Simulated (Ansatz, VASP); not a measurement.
## TaN: VASP beside Ansatz

```
CELL_PARAMETERS angstrom
0.00000 2.24437 2.17900
2.24437 0.00000 2.17900
2.24437 2.24437 0.00000
ATOMIC_POSITIONS crystal
Ta 0.50000 0.50000 0.50000
N 0.00000 0.00000 0.00000
```

Change from the starting cell: strain +0.0300 x Voigt [1, 1, 0, 0, 0, 0], atoms carried along.

Alike in both runs: task single point; functional PBE; k mesh 18 × 18 × 18; occupations gaussian, width 0.15 eV; no spin polarisation.

```csv
,VASP,Ansatz
version,VASP 6.6.1,Ansatz 0.2.0
potentials or method,"VASP PAW PBE potentials, release 64 (Ta_pv, N), cutoff 520 eV","scalar-relativistic, plane waves, PAW"
valence electrons in the cell,16,18
```

```csv
,VASP,Ansatz,Ansatz less VASP
gap on the k mesh at the Fermi level (eV),none,none,-
pressure (GPa),-4.5,-5.2,-0.70
"traceless stress, the component that is largest in VASP (GPa)",10.79,10.70,-0.092
```

A gap of «none» marks a metal or a gap that the smearing closes. The functional is the same, so the differences come from potentials, cutoffs and numerics. VASP's potentials hold 16 valence electrons a cell and Ansatz's 18, so a difference there can come from the potentials and not from the codes.

Neither program's run includes spin-orbit coupling.
